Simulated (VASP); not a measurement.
A run of VASP 6.6.1 is set up as follows.

INCAR

```
ALGO = Normal ; DIPOL = 0.5 0.5 0.318
EDIFF = 1E-7 ; ENCUT = 520
GGA = PE ; IDIPOL = 3
ISIF = 2 ; ISMEAR = 0
LASPH = T ; LCHARG = F
LDIPOL = T ; LREAL = Auto
LWAVE = F ; NBANDS = 38
NELM = 80 ; PREC = Accurate
SIGMA = 0.1
```

KPOINTS

```
k-points
0
Gamma
  5 4 1
```

File POSCAR:

```
Al16H
1.0
    5.7135165839      0.0000000000      0.0000000000
    0.0000000000      8.0801326418      0.0000000000
    0.0000000000      0.0000000000     19.7432786746
Al H
16 1
Direct
    0.2500000000      0.2500000000      0.2026005947
    0.2500000000      0.7500000000      0.2026005947
    0.7500000000      0.2500000000      0.2026005947
    0.7500000000      0.7500000000      0.2026005947
    0.0000000000      0.0000000000      0.2749482108
    0.0000000000      0.5000000000      0.2749482108
    0.5000000000      0.0000000000      0.2749482108
    0.5000000000      0.5000000000      0.2749482108
    0.2500000000      0.2500000000      0.3495466417
    0.2500000000      0.7500000000      0.3495466417
    0.7500000000      0.2500000000      0.3495466417
    0.7500000000      0.7500000000      0.3495466417
    0.0000000000      0.0000000000      0.4175232904
    0.0000000000      0.5000000000      0.4175232904
    0.5000000000      0.0000000000      0.4175232904
    0.5000000000      0.5000000000      0.4175232904
    0.0000000000      0.2500000000      0.4254817591
```

Potentials or basis: VASP PAW PBE potentials, release 64 (Al, H).

The run is started by

```console
$ cat potpaw_PBE.64/Al/POTCAR potpaw_PBE.64/H/POTCAR > POTCAR
$ mpirun -np 1 vasp_std > vasp.out
```

Task: Predict the band gap on the k mesh.

Result: Zero (an odd number of electrons rules out a gap without spin polarisation).

Task: Predict the largest force.

Result: 0.251 eV/Å.

Forces in eV/Å, atoms in the order of the input:
```
Al   0.034  0.000  0.184
Al   0.050  0.000  0.246
Al  -0.034  0.000  0.184
Al  -0.050  0.000  0.246
Al   0.000  0.142 -0.079
Al   0.000 -0.142 -0.079
Al   0.000  0.012 -0.235
Al   0.000 -0.012 -0.235
Al   0.191  0.000 -0.140
Al   0.023  0.000  0.062
Al  -0.191  0.000 -0.140
Al  -0.023  0.000  0.062
Al   0.000 -0.010  0.063
Al   0.000  0.010  0.063
Al   0.000  0.001 -0.100
Al   0.000 -0.001 -0.100
H    0.000  0.000 -0.003
```
